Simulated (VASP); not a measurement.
# BP (F-43m) in VASP: further runs, part 2 of 2

VASP 6.6.1.

### Step 4. Vibrations by perturbation theory, PBEsol

This run uses another cell than the first one, of 11.41 Å³/atom, 1.011 times its volume.

INCAR reads:

```
ALGO     = Normal         # electronic algorithm
EDIFF    = 1E-8           # SCF threshold, eV
ENCUT    = 520            # plane-wave cutoff, eV
GGA      = PS             # functional
IBRION   = 8              # ionic algorithm
ISIF     = 2              # what is computed and relaxed
ISMEAR   = 0              # smearing method
LASPH    = True           # aspherical terms in the spheres
LCHARG   = False          # write CHGCAR
LEPSILON = True           # dielectric tensor by DFPT
LREAL    = False          # projectors in reciprocal space
LWAVE    = False          # write WAVECAR
NBANDS   = 11             # bands
NELM     = 80             # most SCF steps
NSW      = 1              # ionic steps
PREC     = Accurate       # precision mode
SIGMA    = 0.01           # smearing width, eV
```

KPOINTS reads:

```
k-points
0
Gamma
  10 10 10
```

POSCAR reads:

```
BP
1.0
    0.0000000000      2.2514062655      2.2514062655
    2.2514062655      0.0000000000      2.2514062655
    2.2514062655      2.2514062655      0.0000000000
B P
1 1
Direct
    0.0000000000      0.0000000000      0.0000000000
    0.7500000000      0.7500000000      0.7500000000
```

Potentials or basis: VASP PAW PBE potentials, release 64 (B, P).

Launch:

```sh
$ cat potpaw_PBE.64/B/POTCAR potpaw_PBE.64/P/POTCAR > POTCAR
$ mpirun -np 1 vasp_std > vasp.out
```

OUTCAR:

```text
EDIFF = 1E-8
   ENCUT = 520
   GGA = PS
   IBRION = 8
   ISIF = 2
   ISMEAR = 0
   LASPH = True
   LEPSILON = True
   LREAL = False
   NELM = 80
   NSW = 1
   PREC = Accurate

 ion  position               nearest neighbor table
   1  0.000  0.000  0.000-   2 1.95   2 1.95   2 1.95   2 1.95
   2  0.750  0.750  0.750-   1 1.95   1 1.95   1 1.95   1 1.95

  LATTYP: Found a face centered cubic cell.
 ALAT       =     4.5028125310

  Lattice vectors:

 A1 = (   0.0000000000,   2.2514062655,   2.2514062655)
 A2 = (   2.2514062655,   0.0000000000,   2.2514062655)
 A3 = (   2.2514062655,   2.2514062655,   0.0000000000)

Analysis of symmetry for initial positions (statically):
=====================================================================
 Subroutine PRICEL returns:
 Original cell was already a primitive cell.

 Routine SETGRP: Setting up the symmetry group for a
 face centered cubic supercell.

 Subroutine GETGRP returns: Found 24 space group operations
 (whereof 24 operations were pure point group operations)
 out of a pool of 48 trial point group operations.

The static configuration has the point symmetry T_d .

Analysis of symmetry for dynamics (positions and initial velocities):
=====================================================================
 Subroutine PRICEL returns:
 Original cell was already a primitive cell.

 Routine SETGRP: Setting up the symmetry group for a
 face centered cubic supercell.

 Subroutine GETGRP returns: Found 24 space group operations
 (whereof 24 operations were pure point group operations)
 out of a pool of 48 trial point group operations.

The dynamic configuration has the point symmetry T_d .

 Subroutine INISYM returns: Found 24 space group operations
 (whereof 24 operations are pure point group operations),
 and found     1 'primitive' translations

----------------------------------------------------------------------------------------

                                     Primitive cell

  volume of cell :      22.8240

  direct lattice vectors                    reciprocal lattice vectors
     0.000000000  2.251406266  2.251406266    -0.222083419  0.222083419  0.222083419
     2.251406266  0.000000000  2.251406266     0.222083419 -0.222083419  0.222083419
     2.251406266  2.251406266  0.000000000     0.222083419  0.222083419 -0.222083419

  length of vectors
     3.183969275  3.183969275  3.183969275     0.384659764  0.384659764  0.384659764

  position of ions in fractional coordinates (direct lattice)
     0.000000000  0.000000000  0.000000000
     0.750000000  0.750000000  0.750000000

  ion indices of the primitive-cell ions
   primitive index   ion index
                 1           1
                 2           2
[... 521 lines left out ...]
    -0.00042 -0.15243  0.00000
    -0.15243 -0.00042  0.00000
     0.00000  0.00000  0.00007

--------------------------------------- Ionic step        4  -------------------------------------------

------------------------ aborting loop because EDIFF is reached ----------------------------------------

[... ionic steps 5 to 6 ...]

--------------------------------------- Ionic step        7  -------------------------------------------

 Free energy of the ion-electron system (eV)
  ---------------------------------------------------
  ---------------------------------------------------
  free energy    TOTEN  =        -0.04068052 eV

  energy without entropy =       -0.04068052

------------------------ aborting loop because EDIFF is reached ----------------------------------------

 INTERNAL STRAIN TENSOR  FOR ION    2  DIRECTION 1   (eV/Angst):
 -----------------------------------------------------------------------------
    -0.00872  0.00000  0.00000
     0.00000  0.00720  8.01131
     0.00000  8.01131  0.00720

 MACROSCOPIC STATIC DIELECTRIC TENSOR (including local field effects in DFT)
 ------------------------------------------------------
           9.423421    -0.000000     0.000000
           0.000000     9.423421    -0.000000
          -0.000000     0.000000     9.423421
 ------------------------------------------------------

 PIEZOELECTRIC TENSOR (including local field effects)  for field in x, y, z        (e  Angst)
          XX          YY          ZZ          XY          YZ          ZX
  --------------------------------------------------------------------------------
  x    -0.00000     0.00000     0.00000     0.00000    -0.21306     0.00000
  y    -0.00000    -0.00000     0.00000     0.00000     0.00000    -0.21306
  z     0.00000     0.00000    -0.00000    -0.21306     0.00000     0.00000

 PIEZOELECTRIC TENSOR (including local field effects)  for field in x, y, z        (C/m^2)
          XX          YY          ZZ          XY          YZ          ZX
  --------------------------------------------------------------------------------
  x    -0.00000     0.00000     0.00000     0.00000    -0.14956     0.00000
  y    -0.00000    -0.00000     0.00000     0.00000     0.00000    -0.14956
  z     0.00000     0.00000    -0.00000    -0.14956     0.00000     0.00000

 BORN EFFECTIVE CHARGES (including local field effects) (in |e|, cummulative output)
 ---------------------------------------------------------------------------------
 ion    1
    1    -0.57849     0.00000     0.00000
    2     0.00000    -0.57849     0.00000
    3     0.00000     0.00000    -0.57849
 ion    2
    1     0.57849    -0.00000    -0.00000
    2    -0.00000     0.57849     0.00000
    3     0.00000     0.00000     0.57849

 INTERNAL STRAIN TENSOR FOR ION    2 for displacements in x,y,z  (eV/Angst):
          X           Y           Z          XY          YZ          ZX
  --------------------------------------------------------------------------------
  x    -0.00000     0.00000     0.00000     0.00000     8.01131     0.00000
  y     0.00000    -0.00000     0.00000     0.00000     0.00000     8.01131
  z     0.00000     0.00000    -0.00000     8.01131     0.00000     0.00000

 SECOND DERIVATIVES (NOT SYMMETRIZED)
 ------------------------------------
               1X          1Y          1Z          2X          2Y          2Z
  1X   -19.825511    0.000000    0.000000   19.825511    0.000000    0.000000
  1Y     0.000000  -19.825511    0.000000    0.000000   19.825511    0.000000
  1Z     0.000000    0.000000  -19.825511    0.000000    0.000000   19.825511
  2X    19.824822    0.000000    0.000000  -19.824822    0.000000    0.000000
  2Y     0.000000   19.824822    0.000000    0.000000  -19.824822    0.000000
  2Z     0.000000    0.000000   19.824822    0.000000    0.000000  -19.824822

 Eigenvectors and eigenvalues of the dynamical matrix
 ----------------------------------------------------

   1 f  =   24.588928 THz   154.496791 2PiTHz  820.198350 cm-1   101.691589 meV
             X         Y         Z           dx          dy          dz
      0.000000  0.000000  0.000000    -0.860975    0.000000    0.000000
      3.377109  3.377109  3.377109     0.508648    0.000000    0.000000
[... 21 lines left out ...]
   6 f/i=    0.000187 THz     0.001176 2PiTHz    0.006245 cm-1     0.000774 meV
             X         Y         Z           dx          dy          dz
      0.000000  0.000000  0.000000     0.000000   -0.508648    0.000000
      3.377109  3.377109  3.377109     0.000000   -0.860975    0.000000

--------------------------------------------------------------------------------------------------------

 MACROSCOPIC STATIC DIELECTRIC TENSOR IONIC CONTRIBUTION
 ------------------------------------------------------
           0.133827    -0.000000    -0.000000
          -0.000000     0.133827     0.000000
          -0.000000     0.000000     0.133827
 ------------------------------------------------------

 ELASTIC MODULI CONTR FROM IONIC RELAXATION (kBar)
 Direction    XX          YY          ZZ          XY          YZ          ZX
 --------------------------------------------------------------------------------
 XX          -0.0000      0.0000      0.0000      0.0000      0.0000      0.0000
 YY           0.0000     -0.0000      0.0000      0.0000      0.0000      0.0000
 ZZ           0.0000      0.0000     -0.0000      0.0000      0.0000      0.0000
 XY           0.0000      0.0000      0.0000   -240.0416      0.0000      0.0000
 YZ           0.0000      0.0000      0.0000      0.0000   -240.0416      0.0000
 ZX           0.0000      0.0000      0.0000      0.0000      0.0000   -240.0416
 --------------------------------------------------------------------------------

 PIEZOELECTRIC TENSOR IONIC CONTR  for field in x, y, z        (C/m^2)
          XX          YY          ZZ          XY          YZ          ZX
  --------------------------------------------------------------------------------
  x    -0.00000     0.00000     0.00000    -0.00000     0.16865    -0.00000
  y     0.00000    -0.00000     0.00000     0.00000    -0.00000     0.16865
  z     0.00000     0.00000    -0.00000     0.16865     0.00000     0.00000
```

It took 3.2 min on 1 thread of Intel Xeon 6975P-C, shared host; peak memory 0.23 GiB.

Results:

| Property | Result |
| --- | --- |
| Electronic dielectric tensor (diagonal) | 9.42 |
| Born charges (mean of the diagonal) | B -0.58; P +0.58 e |
| Highest phonon frequency at Γ, LO-TO splitting left out | 820 cm⁻¹ |

Phonon frequencies in cm⁻¹ (negative: imaginary):
```tsv
q point	frequencies
(0.000, 0.000, 0.000)	0 0 0 820 820 820
```

Electronic dielectric tensor:
```
9.42 0.00 0.00
0.00 9.42 0.00
0.00 0.00 9.42
```

Born effective charge tensors (e):
atom 1, B
```
-0.58  0.00  0.00
 0.00 -0.58  0.00
 0.00  0.00 -0.58
```
atom 2, P
```
0.58 0.00 0.00
0.00 0.58 0.00
0.00 0.00 0.58
```

Caveat: the cell wasn't relaxed at this level first, which shifts response properties; the PAW data sets were made with another functional, which shifts forces and pressure a little.

### Step 5. Vibrations by perturbation theory, PBEsol

This run uses another cell than the first one, of 11.54 Å³/atom, 1.023 times its volume.

INCAR reads:

```
PREC = Accurate
ENCUT = 520
EDIFF = 1E-8
ISMEAR = 0
SIGMA = 0.01
LREAL = F
LASPH = T
NELM = 60
ALGO = Normal
ISIF = 2
LWAVE = F
LCHARG = T
GGA = PS
NBANDS = 11
IBRION = 8
NSW = 1
LEPSILON = T
```

KPOINTS reads:

```
regular mesh
0
Gamma
  10 10 10
```

POSCAR reads:

```
BP
1.0
    0.0000000000      2.2600863689      2.2600863689
    2.2600863689      0.0000000000      2.2600863689
    2.2600863689      2.2600863689      0.0000000000
B P
1 1
Direct
    0.0000000000      0.0000000000      0.0000000000
    0.2500000000      0.2500000000      0.2500000000
```

Potentials or basis: VASP PAW PBE potentials, release 64 (B, P).

Launch:

```sh
$ cat potpaw_PBE.64/B/POTCAR potpaw_PBE.64/P/POTCAR > POTCAR
$ mpirun -np 1 vasp_std > vasp.out
```

OUTCAR:

```text
PREC = Accurate
   ENCUT = 520
   EDIFF = 1E-8
   ISMEAR = 0
   LREAL = F
   LASPH = T
   NELM = 60
   ISIF = 2
   GGA = PS
   IBRION = 8
   NSW = 1
   LEPSILON = T

 ion  position               nearest neighbor table
   1  0.000  0.000  0.000-   2 1.96   2 1.96   2 1.96   2 1.96
   2  0.250  0.250  0.250-   1 1.96   1 1.96   1 1.96   1 1.96

  LATTYP: Found a face centered cubic cell.
 ALAT       =     4.5201727378

  Lattice vectors:

 A1 = (   0.0000000000,   2.2600863689,   2.2600863689)
 A2 = (   2.2600863689,   0.0000000000,   2.2600863689)
 A3 = (   2.2600863689,   2.2600863689,   0.0000000000)

Analysis of symmetry for initial positions (statically):
=====================================================================
 Subroutine PRICEL returns:
 Original cell was already a primitive cell.

 Routine SETGRP: Setting up the symmetry group for a
 face centered cubic supercell.

 Subroutine GETGRP returns: Found 24 space group operations
 (whereof 24 operations were pure point group operations)
 out of a pool of 48 trial point group operations.

The static configuration has the point symmetry T_d .

Analysis of symmetry for dynamics (positions and initial velocities):
=====================================================================
 Subroutine PRICEL returns:
 Original cell was already a primitive cell.

 Routine SETGRP: Setting up the symmetry group for a
 face centered cubic supercell.

[... 593 lines left out ...]

 PIEZOELECTRIC TENSOR (including local field effects)  for field in x, y, z        (C/m^2)
          XX          YY          ZZ          XY          YZ          ZX
  --------------------------------------------------------------------------------
  x     0.00000     0.00000    -0.00000     0.00000     0.13536     0.00000
  y    -0.00000    -0.00000    -0.00000     0.00000     0.00000     0.13536
  z     0.00000     0.00000     0.00000     0.13536     0.00000     0.00000

 BORN EFFECTIVE CHARGES (including local field effects) (in |e|, cummulative output)
 ---------------------------------------------------------------------------------
 ion    1
    1    -0.54302     0.00000     0.00000
    2     0.00000    -0.54302     0.00000
    3    -0.00000     0.00000    -0.54302
 ion    2
    1     0.54302     0.00000     0.00000
    2    -0.00000     0.54302    -0.00000
    3     0.00000    -0.00000     0.54302

 INTERNAL STRAIN TENSOR FOR ION    2 for displacements in x,y,z  (eV/Angst):
          X           Y           Z          XY          YZ          ZX
  --------------------------------------------------------------------------------
  x     0.00000     0.00000     0.00000     0.00000    -7.50945     0.00000
  y     0.00000    -0.00000     0.00000     0.00000     0.00000    -7.50945
  z     0.00000     0.00000     0.00000    -7.50945     0.00000     0.00000

 SECOND DERIVATIVES (NOT SYMMETRIZED)
 ------------------------------------
               1X          1Y          1Z          2X          2Y          2Z
  1X   -19.367297    0.000000    0.000000   19.367297    0.000000    0.000000
  1Y     0.000000  -19.367297    0.000000    0.000000   19.367297    0.000000
  1Z     0.000000    0.000000  -19.367297    0.000000    0.000000   19.367297
  2X    19.371984    0.000000    0.000000  -19.371984    0.000000    0.000000
  2Y     0.000000   19.371984    0.000000    0.000000  -19.371984    0.000000
  2Z     0.000000    0.000000   19.371984    0.000000    0.000000  -19.371984

 Eigenvectors and eigenvalues of the dynamical matrix
 ----------------------------------------------------

   1 f  =   24.303983 THz   152.706428 2PiTHz  810.693607 cm-1   100.513152 meV
             X         Y         Z           dx          dy          dz
      0.000000  0.000000  0.000000     0.000000    0.860944    0.000000
      1.130043  1.130043  1.130043    -0.000000   -0.508700    0.000000
[... 21 lines left out ...]
   6 f/i=    0.001288 THz     0.008092 2PiTHz    0.042961 cm-1     0.005327 meV
             X         Y         Z           dx          dy          dz
      0.000000  0.000000  0.000000     0.000000    0.000000   -0.508700
      1.130043  1.130043  1.130043     0.000000    0.000000   -0.860944

--------------------------------------------------------------------------------------------------------

 MACROSCOPIC STATIC DIELECTRIC TENSOR IONIC CONTRIBUTION
 ------------------------------------------------------
           0.119307    -0.000000     0.000000
          -0.000000     0.119307    -0.000000
           0.000000    -0.000000     0.119307
 ------------------------------------------------------

 ELASTIC MODULI CONTR FROM IONIC RELAXATION (kBar)
 Direction    XX          YY          ZZ          XY          YZ          ZX
 --------------------------------------------------------------------------------
 XX          -0.0000      0.0000      0.0000     -0.0000      0.0000      0.0000
 YY           0.0000     -0.0000      0.0000     -0.0000     -0.0000     -0.0000
 ZZ           0.0000      0.0000     -0.0000      0.0000     -0.0000      0.0000
 XY          -0.0000     -0.0000      0.0000   -213.3344      0.0000      0.0000
 YZ           0.0000     -0.0000     -0.0000      0.0000   -213.3344      0.0000
 ZX           0.0000     -0.0000      0.0000      0.0000      0.0000   -213.3344
 --------------------------------------------------------------------------------

 PIEZOELECTRIC TENSOR IONIC CONTR  for field in x, y, z        (C/m^2)
          XX          YY          ZZ          XY          YZ          ZX
  --------------------------------------------------------------------------------
  x     0.00000    -0.00000    -0.00000     0.00000    -0.15012     0.00000
  y     0.00000    -0.00000     0.00000     0.00000     0.00000    -0.15012
  z    -0.00000    -0.00000     0.00000    -0.15012    -0.00000     0.00000
```

stdout:

```text
POSCAR found type information on POSCAR B P
 POSCAR found :  2 types and       2 ions
 scaLAPACK will be used
 -----------------------------------------------------------------------------
|                                                                             |
|                                                                             |
[... 39 lines left out ...]
 first order change of Fermi-energy   0.10263E-03
 force on displaced ion       1 direction 1 : -19.367  -0.000  -0.000
 Born effective charge ion    1 direction 1 :  -0.551   0.000   0.000
 Linear response progress:
 first order change of Fermi-energy   0.10692E-03
 force on displaced ion       2 direction 1 : -19.372  -0.000  -0.000
 Born effective charge ion    2 direction 1 :   0.532   0.000   0.000
 Born effective charges drift removed
 Linear response finished
```

It took 2.4 min on 1 thread of Intel Xeon Platinum 8259CL at 2.50GHz (Skylake/Cascade Lake), shared host; peak memory 0.23 GiB.

Results:

* Electronic dielectric tensor (diagonal): 9.43
* Born charges (mean of the diagonal): B -0.54; P +0.54 e
* Highest phonon frequency at Γ, LO-TO splitting left out: 811 cm⁻¹

Phonon frequencies in cm⁻¹ (negative: imaginary):
```csv
q point,frequencies
"(0.000, 0.000, 0.000)",0 0 0 811 811 811
```

Electronic dielectric tensor:
```
9.43 0.00 0.00
0.00 9.43 0.00
0.00 0.00 9.43
```

Born effective charge tensors (e):
atom 1, B
```
-0.54  0.00  0.00
 0.00 -0.54  0.00
 0.00  0.00 -0.54
```
atom 2, P
```
0.54 0.00 0.00
0.00 0.54 0.00
0.00 0.00 0.54
```

Caveat: the PAW data sets were made with another functional, which shifts forces and pressure a little.
